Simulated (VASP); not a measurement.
# Te (Im-3m) in VASP: notebook

Te is run at these levels: revPBE; tasks: single point.

All numbers are computed with VASP 6.6.1; they aren't measurements. Logs are shortened: lines on timing, memory, paths and dates and some standing lists are left out, and cuts for length are marked.

**1. The cell of the first run**

Symmetry: Im-3m, No. 229, cubic system. The conventional cell has a = 3.768 Å, b = 3.768 Å, c = 3.768 Å, α = 90.00°, β = 90.00°, γ = 90.00°. Te (site symmetry m-3m) has 14 Te at 3.26 to 3.77 Å within 4.3 Å.

This isn't the form of Te at room conditions, which is trigonal, of chains.

**2. Single point, revPBE (26.74 Å³/atom)**

Contents of INCAR:

```
SYSTEM = Te
ALGO = Normal
EDIFF = 1E-6
ENCUT = 520
GGA = RE
ISIF = 2
ISMEAR = -1
LASPH = .TRUE.
LCHARG = .TRUE.
LELF = .TRUE.
LREAL = .FALSE.
LVHAR = .TRUE.
LWAVE = .FALSE.
NBANDS = 9
NELM = 60
PREC = Accurate
SIGMA = 0.1
```

Contents of KPOINTS:

```
k-points
0
G
  13 13 13
  0 0 0
```

Contents of POSCAR:

```
Te
1.0
   -1.8837540362      1.8837540362      1.8837540362
    1.8837540362     -1.8837540362      1.8837540362
    1.8837540362      1.8837540362     -1.8837540362
Te
1
Direct
    0.0000000000      0.0000000000      0.0000000000
```

Potentials or basis: VASP PAW PBE potentials, release 64 (Te).

The run is started by

```console
$ cat potpaw_PBE.64/Te/POTCAR > POTCAR
$ mpirun -np 1 vasp_std > vasp.out
```

OUTCAR:

```text
SYSTEM = Te
   EDIFF = 1E-6
   ENCUT = 520
   GGA = RE
   ISIF = 2
   ISMEAR = -1
   LASPH = .TRUE.
   LREAL = .FALSE.
   NELM = 60
   PREC = Accurate

 ion  position               nearest neighbor table
   1  0.000  0.000  0.000-

  LATTYP: Found a body centered cubic cell.
 ALAT       =     3.7675080724

  Lattice vectors:

 A1 = (  -1.8837540362,   1.8837540362,   1.8837540362)
 A2 = (   1.8837540362,  -1.8837540362,   1.8837540362)
 A3 = (   1.8837540362,   1.8837540362,  -1.8837540362)

Analysis of symmetry for initial positions (statically):
=====================================================================
 Subroutine PRICEL returns:
 Original cell was already a primitive cell.

 Routine SETGRP: Setting up the symmetry group for a
 body centered cubic supercell.

 Subroutine GETGRP returns: Found 48 space group operations
 (whereof 48 operations were pure point group operations)
 out of a pool of 48 trial point group operations.

The static configuration has the point symmetry O_h .

Analysis of symmetry for dynamics (positions and initial velocities):
=====================================================================
 Subroutine PRICEL returns:
 Original cell was already a primitive cell.

 Routine SETGRP: Setting up the symmetry group for a
 body centered cubic supercell.

 Subroutine GETGRP returns: Found 48 space group operations
 (whereof 48 operations were pure point group operations)
 out of a pool of 48 trial point group operations.

The dynamic configuration has the point symmetry O_h .

 Subroutine INISYM returns: Found 48 space group operations
 (whereof 48 operations are pure point group operations),
 and found     1 'primitive' translations

----------------------------------------------------------------------------------------

                                     Primitive cell

  volume of cell :      26.7382

  direct lattice vectors                    reciprocal lattice vectors
    -1.883754036  1.883754036  1.883754036     0.000000000  0.265427434  0.265427434
     1.883754036 -1.883754036  1.883754036     0.265427434  0.000000000  0.265427434
     1.883754036  1.883754036 -1.883754036     0.265427434  0.265427434  0.000000000

  length of vectors
     3.262757700  3.262757700  3.262757700     0.375371077  0.375371077  0.375371077

  position of ions in fractional coordinates (direct lattice)
     0.000000000  0.000000000  0.000000000

  ion indices of the primitive-cell ions
   primitive index   ion index
                 1           1

----------------------------------------------------------------------------------------

 KPOINTS: k-points

Automatic generation of k-mesh.
 Grid dimensions read from file:
 generate k-points for:   13   13   13

 Generating k-lattice:

  Cartesian coordinates                     Fractional coordinates (reciprocal lattice)
     0.000000000  0.020417495  0.020417495     0.076923077  0.000000000  0.000000000
     0.020417495  0.000000000  0.020417495     0.000000000  0.076923077  0.000000000
     0.020417495  0.020417495  0.000000000     0.000000000  0.000000000  0.076923077

  Length of vectors
     0.028874698  0.028874698  0.028874698

  Shift w.r.t. Gamma in fractional coordinates (k-lattice)
     0.000000000  0.000000000  0.000000000

 Subroutine IBZKPT returns following result:
 ===========================================

 Found     84 irreducible k-points:

 Following reciprocal coordinates:
            Coordinates               Weight
  0.000000  0.000000  0.000000      1.000000
  0.076923  0.000000  0.000000     12.000000
  0.153846  0.000000  0.000000     12.000000
  0.230769  0.000000  0.000000     12.000000
  0.307692  0.000000  0.000000     12.000000
  0.384615  0.000000  0.000000     12.000000
[... 16 lines left out ...]
  0.153846  0.076923  0.076923     24.000000
  0.230769  0.076923  0.076923     24.000000
 [... further k-points ...]
   k-points           NKPTS =     84   k-points in BZ     NKDIM =     84   number of bands    NBANDS=      9
   number of dos      NEDOS =    301   number of ions     NIONS =      1
   total plane-waves  NPLWV =  13824
   dimension x,y,z NGX =    24 NGY =   24 NGZ =   24
   dimension x,y,z NGXF=    48 NGYF=   48 NGZF=   48
   ions per type =               1
   NGX,Y,Z   is equivalent  to a cutoff of  12.23, 12.23, 12.23 a.u.
   NGXF,Y,Z  is equivalent  to a cutoff of  24.46, 24.46, 24.46 a.u.
 SYSTEM =  Te
   PREC   = accura    normal or accurate (medium, high low for compatibility)
   ISTART =      0    job   : 0-new  1-cont  2-samecut
   ICHARG =      2    charge: 1-file 2-atom 10-const
   ISPIN  =      1    spin polarized calculation?
   LNONCOLLINEAR =      F non collinear calculations
   LSORBIT =      F    spin-orbit coupling
   LASPH  =      T    aspherical Exc in radial PAW
   ENCUT  =  520.0 eV  38.22 Ry    6.18 a.u.   6.07  6.07  6.07*2*pi/ulx,y,z
   NELM   =     60;   NELMIN=  2; NELMDL= -5     # of ELM steps
   EDIFF  = 0.1E-05   stopping-criterion for ELM
   LREAL  =      F    real-space projection
   EDIFFG = 0.1E-04   stopping-criterion for IOM
   NSW    =      0    number of steps for IOM
   IBRION =     -1    ionic relax: 0-MD 1-quasi-New 2-CG
   NFREE  =      0    steps in history (QN), initial steepest desc. (CG)
   ISIF   =      2    stress and relaxation
   ISYM   =      2    0-nonsym 1-usesym 2-fastsym
   POTIM  = 0.5000    time-step for ionic-motion
   TEBEG  =    0.0;   TEEND  =   0.0 temperature during run
   PSTRESS=    0.0 pullay stress
   NELECT =       6.0000    total number of electrons
   NUPDOWN=      -1.0000    fix difference up-down
   EMIN   =  10.00;   EMAX   =-10.00  energy-range for DOS
   EFERMI =   0.00;   METHOD = LEGACY
   ISMEAR =    -1;   SIGMA  =   0.10  broadening in eV -4-tet -1-fermi 0-gaus
   EFERMI_NEDOS =   21; number of points for ismear=-14 and -15
   IALGO  =     38    algorithm
   IMIX   =      4    mixing-type and parameters
     AMIX     =   0.40;   BMIX     =  1.00
     AMIX_MAG =   1.60;   BMIX_MAG =  1.00
  volume/ion in A,a.u.               =      26.74       180.44
  Fermi-wavevector in a.u.,A,eV,Ry     =   0.994827  1.879951 13.465434  0.989681
  Thomas-Fermi vector in A             =   2.126805
   LORBIT       =      0    0 simple, 1 ext, 2 COOP (PROOUT), +10 PAW based schemes
   GGA     = RE    functional components
   LHFCALC =     F    Hartree Fock is set to
   AEXX    =    0.0000 exact exchange contribution
   IVDW    =     0    specifies the selected vdW correction
   LEPSILON=     F    determine dielectric tensor
   LRPA    =     F    only Hartree local field effects (RPA)
 non-spin polarized calculation
  energy-cutoff  :      520.00
  volume of cell :       26.74
 maximum number of plane-waves:       733
   NGX = 13   NGY = 13   NGZ = 13

 number of electron       5.9999999 magnetization

 Free energy of the ion-electron system (eV)
  ---------------------------------------------------
  ext. energy  EPLUGINS =         0.00000000
  ---------------------------------------------------
  free energy    TOTEN  =        -2.47149549 eV

  energy without entropy =       -2.44993709  energy(sigma->0) =       -2.46071629

 E-fermi :   8.8227     XC(G=0): -10.3276

 val. band max:        8.7682957293   @ k =   0.3846   0.1538   0.0769
 cond. band min:       8.8517905443   @ k =  -0.3846   0.3846   0.0769
 fundamental gap:      0.0834948150
 Fermi energy:         8.8227232637

 k-point     1 :       0.0000    0.0000    0.0000
  band No.  band energies     occupation
      1      -5.5645      2.00000
      2      12.1396      0.00000
      3      12.1396      0.00000
      4      12.1396      0.00000
      5      18.7954      0.00000
      6      18.7954      0.00000
      7      18.7954      0.00000
      8      19.4322      0.00000
      9      20.6673      0.00000

 k-point     2 :       0.0769    0.0000    0.0000
  band No.  band energies     occupation
      1      -5.4488      2.00000
      2      11.3183      0.00000
      3      11.8309      0.00000
      4      12.0744      0.00000
      5      18.1713      0.00000
      6      18.1800      0.00000
      7      19.2875      0.00000
      8      19.9239      0.00000
      9      20.0527      0.00000

 k-point     3 :       0.1538    0.0000    0.0000
  band No.  band energies     occupation
      1      -5.1048      2.00000
      2       9.5057      0.00216
      3      11.1231      0.00000
      4      11.8896      0.00000
      5      16.9564      0.00000
      6      17.2470      0.00000
      7      19.6735      0.00000
      8      20.0879      0.00000
      9      20.5439      0.00000

 k-point     4 :       0.2308    0.0000    0.0000
  band No.  band energies     occupation
      1      -4.5448      2.00000
      2       7.4363      2.00000
      3      10.3389      0.00000
      4      11.6243      0.00000
      5      15.9232      0.00000
      6      16.4532      0.00000
      7      19.7370      0.00000
      8      20.5374      0.00000
      9      22.2383      0.00000
[... 205 lines left out ...]
 k-point    22 :       0.0769    0.0769    0.0769
  band No.  band energies     occupation
      1      -4.8792      2.00000
      2       8.6908      1.57823
      3      11.0023      0.00000
      4      11.0023      0.00000
      5      17.3379      0.00000
      6      17.3379      0.00000
      7      19.6209      0.00000
      8      20.5397      0.00000
      9      20.5397      0.00000

 k-point    23 :       0.1538    0.0769    0.0769
  band No.  band energies     occupation
      1      -4.3279      2.00000
      2       7.1021      2.00000
      3       9.7727      0.00015
      4      10.5404      0.00000
      5      17.1365      0.00000
      6      17.1897      0.00000
      7      20.4769      0.00000
      8      20.5862      0.00000
      9      20.9793      0.00000

 k-point    24 :       0.2308    0.0769    0.0769
  band No.  band energies     occupation
      1      -3.5994      2.00000
      2       5.4191      2.00000
      3       8.7632      1.28896
      4      10.1080      0.00001
      5      16.6791      0.00000
      6      17.0602      0.00000
      7      20.7907      0.00000
      8      21.3724      0.00000
      9      22.5007      0.00000

 [... further k-points ...]
[... 5 lines left out ...]
  --------------------------------------------------------------------------------------
  -------------------------------------------------------------------------------------
  Total        0.8370167      0.8370167      0.8370167     -0.0000000      0.0000000     -0.0000000
  in kB       50.1547576     50.1547576     50.1547576     -0.0000000      0.0000000     -0.0000000
  external PRESSURE =      50.1547576 kB  Pullay stress =       0.0000000 kB

 VOLUME and BASIS-vectors are now :
 -----------------------------------------------------------------------------
  energy-cutoff  :      520.00
  volume of cell :       26.74
      direct lattice vectors                 reciprocal lattice vectors
    -1.883754036  1.883754036  1.883754036     0.000000000  0.265427434  0.265427434
     1.883754036 -1.883754036  1.883754036     0.265427434  0.000000000  0.265427434
     1.883754036  1.883754036 -1.883754036     0.265427434  0.265427434  0.000000000

 POSITION                                       TOTAL-FORCE (eV/Angst)
 -----------------------------------------------------------------------------------
      0.00000      0.00000      0.00000         0.000000     -0.000000     -0.000000
 -----------------------------------------------------------------------------------
    total drift:                                0.000000     -0.000000      0.000000

  FREE ENERGIE OF THE ION-ELECTRON SYSTEM (eV)
  ---------------------------------------------------
  free  energy   TOTEN  =        -2.4714954862 eV

  energy  without entropy=       -2.4499370865  energy(sigma->0) =       -2.46071629
```

Wall time 13 s (1 thread of Intel Xeon 8259CL, shared host); peak memory 0.15 GiB.

What came out:

| Quantity | Value |
| --- | --- |
| Free energy | -2.4715 eV |
| Pressure | 5.0 GPa |
| Band gap on the k mesh | zero (bands 3 and 4 overlap by 6.58 eV) |

Caveat: the cell stands under pressure; the PAW data sets were made with another functional, which shifts forces and pressure a little; spin-orbit coupling is left out, which moves the levels of the heavy elements.

**3. Single point, revPBE (27.90 Å³/atom)**

This run uses another cell than the first one, of 27.90 Å³/atom.

Contents of INCAR:

```
PREC     = Accurate       # precision mode
ENCUT    = 520            # plane-wave cutoff, eV
EDIFF    = 1E-6           # SCF threshold, eV
ISMEAR   = -1             # smearing method
SIGMA    = 0.1            # smearing width, eV
LREAL    = False          # projectors in reciprocal space
LASPH    = True           # aspherical terms in the spheres
NELM     = 80             # most SCF steps
ALGO     = Normal         # electronic algorithm
ISIF     = 2              # what is computed and relaxed
LWAVE    = False          # write WAVECAR
LCHARG   = True           # write CHGCAR
GGA      = RE             # functional
LELF     = True           # ELF
LVHAR    = True         
NBANDS   = 9              # bands
```

Contents of KPOINTS:

```
Automatic mesh
0
Gamma
  13 13 13
```

Contents of POSCAR:

```
Te
1.0
   -1.9106684444      1.9106684444      1.9106684444
    1.9106684444     -1.9106684444      1.9106684444
    1.9106684444      1.9106684444     -1.9106684444
Te
1
Direct
    0.0000000000      0.0000000000      0.0000000000
```

Potentials or basis: VASP PAW PBE potentials, release 64 (Te).

The run is started by

```console
$ cat potpaw_PBE.64/Te/POTCAR > POTCAR
$ mpirun -np 1 vasp_std > vasp.out
```

OUTCAR:

```text
PREC = Accurate
   ENCUT = 520
   EDIFF = 1E-6
   ISMEAR = -1
   LREAL = False
   LASPH = True
   NELM = 80
   ISIF = 2
   GGA = RE

 ion  position               nearest neighbor table
   1  0.000  0.000  0.000-

  LATTYP: Found a body centered cubic cell.
 ALAT       =     3.8213368888

  Lattice vectors:

 A1 = (  -1.9106684444,   1.9106684444,   1.9106684444)
 A2 = (   1.9106684444,  -1.9106684444,   1.9106684444)
 A3 = (   1.9106684444,   1.9106684444,  -1.9106684444)

Analysis of symmetry for initial positions (statically):
=====================================================================
 Subroutine PRICEL returns:
 Original cell was already a primitive cell.

 Routine SETGRP: Setting up the symmetry group for a
 body centered cubic supercell.

 Subroutine GETGRP returns: Found 48 space group operations
 (whereof 48 operations were pure point group operations)
 out of a pool of 48 trial point group operations.

The static configuration has the point symmetry O_h .

[... 153 lines left out ...]
  ---------------------------------------------------
  free energy    TOTEN  =        -2.49688734 eV

  energy without entropy =       -2.47454427  energy(sigma->0) =       -2.48571581

 E-fermi :   8.2180     XC(G=0): -10.1319

 val. band max:        8.2003906711   @ k =   0.3846   0.1538   0.0769
 cond. band min:       8.2212036949   @ k =  -0.3846   0.3846   0.0769
 fundamental gap:      0.0208130238
 Fermi energy:         8.2179651496

 k-point     1 :       0.0000    0.0000    0.0000
  band No.  band energies     occupation
      1      -5.8216      2.00000
      2      11.2863      0.00000
      3      11.2863      0.00000
      4      11.2863      0.00000
      5      18.0874      0.00000
      6      18.0874      0.00000
      7      18.0874      0.00000
      8      18.2775      0.00000
      9      20.0820      0.00000
[... 265 lines left out ...]
 k-point    24 :       0.2308    0.0769    0.0769
  band No.  band energies     occupation
      1      -3.9700      2.00000
      2       4.9081      2.00000
      3       8.1646      1.26085
      4       9.4577      0.00001
      5      15.9369      0.00000
      6      16.3354      0.00000
      7      20.1073      0.00000
      8      20.5526      0.00000
      9      21.6005      0.00000

 [... further k-points ...]
[... 5 lines left out ...]
  --------------------------------------------------------------------------------------
  -------------------------------------------------------------------------------------
  Total        0.3651060      0.3651060      0.3651060      0.0000000     -0.0000000      0.0000000
  in kB       20.9659003     20.9659003     20.9659003      0.0000000     -0.0000000      0.0000000
  external PRESSURE =      20.9659003 kB  Pullay stress =       0.0000000 kB

 VOLUME and BASIS-vectors are now :
 -----------------------------------------------------------------------------
  energy-cutoff  :      520.00
  volume of cell :       27.90
      direct lattice vectors                 reciprocal lattice vectors
    -1.910668444  1.910668444  1.910668444     0.000000000  0.261688521  0.261688521
     1.910668444 -1.910668444  1.910668444     0.261688521  0.000000000  0.261688521
     1.910668444  1.910668444 -1.910668444     0.261688521  0.261688521  0.000000000

 POSITION                                       TOTAL-FORCE (eV/Angst)
 -----------------------------------------------------------------------------------
      0.00000      0.00000      0.00000        -0.000000     -0.000000     -0.000000
 -----------------------------------------------------------------------------------
    total drift:                                0.000000      0.000000      0.000000

  FREE ENERGIE OF THE ION-ELECTRON SYSTEM (eV)
  ---------------------------------------------------
  free  energy   TOTEN  =        -2.4968873437 eV

  energy  without entropy=       -2.4745442665  energy(sigma->0) =       -2.48571581
```

stdout:

```text
POSCAR found type information on POSCAR Te
 POSCAR found :  1 types and       1 ions
 scaLAPACK will be used
 -----------------------------------------------------------------------------
|                                                                             |
|                                                                             |
|     You enforced a specific xc type in the INCAR file but a different       |
|     I HOPE YOU KNOW WHAT YOU ARE DOING!                                     |
|                                                                             |
 -----------------------------------------------------------------------------

 LDA part: xc-table for (Slater+PW92), standard interpolation
 POSCAR, INCAR and KPOINTS ok, starting setup
 FFT: planning ... GRIDC
 FFT: planning ... GRID_SOFT
 FFT: planning ... GRID
 WAVECAR not read
 entering main loop
```

It took 33 s on 1 thread of Intel Xeon 8259CL, shared host; peak memory 0.17 GiB.

Results:

| Property | Result |
| --- | --- |
| Free energy | -2.4969 eV |
| Pressure | 2.1 GPa |
| Band gap on the k mesh | zero (bands 3 and 4 overlap by 6.14 eV) |

Levels at points of the mesh, in eV from the Fermi level:
```
           k point  band 1  band 2  band 3  band 4  band 5  band 6  band 7
(0.00, 0.00, 0.00)  -14.04    3.07    3.07    3.07    9.87    9.87    9.87
```

Caveat: the PAW data sets were made with another functional, which shifts forces and pressure a little; spin-orbit coupling is left out, which moves the levels of the heavy elements.

(Part 1 of 2 ends here.)
